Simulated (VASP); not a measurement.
Wanted: the native input for a VASP 6.6.1 run.

| Item | Value |
| --- | --- |
| Task | single point |
| Functional | PBEsol |
| Potentials or basis | VASP PAW PBE potentials, release 64 (C) |
| Cutoff | 520 eV |
| k mesh | 12 × 12 × 3 |
| Occupations | fermi-dirac, width 0.05 eV |
| Spin | no spin polarisation |
| Dipole correction | no |
| Further INCAR settings | ALGO = Normal; EDIFF = 1e-06; NBANDS = 11 |

The structure of C lies in POSCAR:

```
C
1.0
    2.4060301715      0.0000000000      0.0000000000
   -1.2030150858      2.0836832508      0.0000000000
    0.0000000000      0.0000000000      8.3497993649
C
2
Direct
    0.6666666667      0.3333333333      0.0000000000
    0.3333333333      0.6666666667      0.0000000000
```

This cell differs from its parent crystal: volume scaled by 0.94.

One way to write it, as run:

INCAR

```
SYSTEM = C
  PREC = Accurate
  ENCUT = 520
  EDIFF = 1E-6
  ISMEAR = -1
  SIGMA = 0.05
  LREAL = .False.
  LASPH = .True.
  NELM = 100
  ALGO = Normal
  ISIF = 2
  LWAVE = .False.
  LCHARG = .False.
  GGA = PS
  NBANDS = 11
```

KPOINTS

```
regular mesh
0
Gamma
  12 12 3
  0 0 0
```

Potentials or basis: VASP PAW PBE potentials, release 64 (C).

Command:

```console
$ cat potpaw_PBE.64/C/POTCAR > POTCAR
$ mpirun -np 1 vasp_std > vasp.out
```

Results of the run:

```json
{
  "Band gap on the k mesh": "zero (filled and empty bands touch)"
}
```

It used 16 s of CPU time on 1 thread of AMD EPYC 7R13 Processor (Zen 3), on a shared host.
